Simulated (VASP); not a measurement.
Write the native input for VASP 6.6.1 that does the following.

| Property | Result |
| --- | --- |
| Task | single point |
| Functional | r2SCAN |
| Dispersion | rVV10 |
| Potentials or basis | VASP PAW PBE potentials, release 64 (Ca_sv, Si, H) |
| Cutoff | 520 eV |
| k mesh | 8 × 8 × 8 |
| Occupations | fermi-dirac, width 0.03 eV |
| Spin | no spin polarisation |
| Dipole correction | no |
| Further INCAR settings | ALGO = Normal; EDIFF = 1e-07; NBANDS = 20 |

CaSiH6:

```
Ca Si H
1.0
     2.24860    1.29823    4.16819
    -2.24860    1.29823    4.16819
     0.00000   -2.59645    4.16819
Ca Si H
1 1 6
Direct
  0.50000 0.50000 0.50000
  0.00000 0.00000 0.00000
  0.60637 0.01072 0.16384
  0.01072 0.16384 0.60637
  0.83616 0.39363 0.98928
  0.98928 0.83616 0.39363
  0.39363 0.98928 0.83616
  0.16384 0.60637 0.01072
```

One way to write it, as run:

POSCAR

```
CaSiH6
1.0
    2.2485954898      1.2982272098      4.1681933659
   -2.2485954898      1.2982272098      4.1681933659
    0.0000000000     -2.5964544242      4.1681933644
Ca Si H
1 1 6
Direct
    0.5000000000      0.5000000000      0.5000000000
    0.0000000000      0.0000000000      0.0000000000
    0.6063659404      1.0107156254      0.1638444136
    1.0107156254      0.1638444136      0.6063659404
    0.8361555864      0.3936340596     -0.0107156254
   -0.0107156254      0.8361555864      0.3936340596
    0.3936340596     -0.0107156254      0.8361555864
    0.1638444136      0.6063659404      1.0107156254
```

INCAR.step1

```
PREC = Accurate
ENCUT = 520
ISMEAR = -1
SIGMA = 0.03
LREAL = False
LASPH = True
NELM = 100
NBANDS = 20
GGA = PE
ALGO = Normal
EDIFF = 1E-4
LWAVE = True
LCHARG = False
```

INCAR.step2

```
PREC = Accurate
ENCUT = 520
EDIFF = 1E-7
ISMEAR = -1
SIGMA = 0.03
LREAL = False
LASPH = True
NELM = 100
ALGO = Normal
ISIF = 2
LWAVE = False
LCHARG = True
METAGGA = R2SCAN
LMIXTAU = True
LUSE_VDW = True
IVDW_NL = 2
BPARAM = 11.95
CPARAM = 0.0093
LELF = True
LVHAR = True
NBANDS = 20
ISTART = 1
```

KPOINTS

```
regular mesh
0
Gamma
  8 8 8
```

Potentials or basis: VASP PAW PBE potentials, release 64 (Ca_sv, Si, H).

The run is started by

```console
$ cat potpaw_PBE.64/Ca_sv/POTCAR potpaw_PBE.64/Si/POTCAR potpaw_PBE.64/H/POTCAR > POTCAR
$ cp INCAR.step1 INCAR
$ mpirun -np 1 vasp_std > vasp.out
$ cp INCAR.step2 INCAR
$ mpirun -np 1 vasp_std > vasp.out
```

It gave:

* Pressure: -0.1 GPa
* Largest force: 0.020 eV/Å
* Band gap on the k mesh: 2.19 eV (least direct gap 3.74 eV)

Caveat: the PAW data sets were made with another functional, which shifts forces and pressure a little.

It took 16 min on 1 thread of Oxide Virtual Turin-like Processor (shared host), peak memory 0.54 GiB.
